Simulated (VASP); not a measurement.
Li2O:

```
Li O
1.0
     0.00000    2.30500    2.30500
     2.30500    0.00000    2.30500
     2.30500    2.30500    0.00000
Li O
2 1
Direct
  0.25000 0.25000 0.25000
  0.75000 0.75000 0.75000
  0.00000 0.00000 0.00000
```

Base run:

* Program: VASP 6.6.1
* Functional: PBEsol
* Potentials or basis: VASP PAW PBE potentials, release 64 (Li_sv, O)
* Cutoff: 750 eV
* k mesh: 8 × 8 × 8
* Occupations: gaussian, width 0.01 eV
* Spin: no spin polarisation

Its results: band gap on the k mesh 4.84 eV, indirect (least direct gap 5.20 eV); pressure -1.5 GPa.

Q: After a change of settings the same cell gave: band gap on the k mesh 5.32 eV, indirect (least direct gap 5.66 eV); pressure 1.5 GPa. Which change was it?
A. functional from PBEsol to LDA; potentials or basis from VASP PAW PBE potentials, release 64 (Li_sv, O) to VASP PAW LDA potentials, release 64 (Li_sv, O)
B. functional from PBEsol to BLYP
C. functional from PBEsol to revPBE

A: B.

BLYP binds less tightly than PBEsol, so the same cell stands under more pressure.

Caveats: the PAW data sets were made with another functional, which shifts forces and pressure a little.
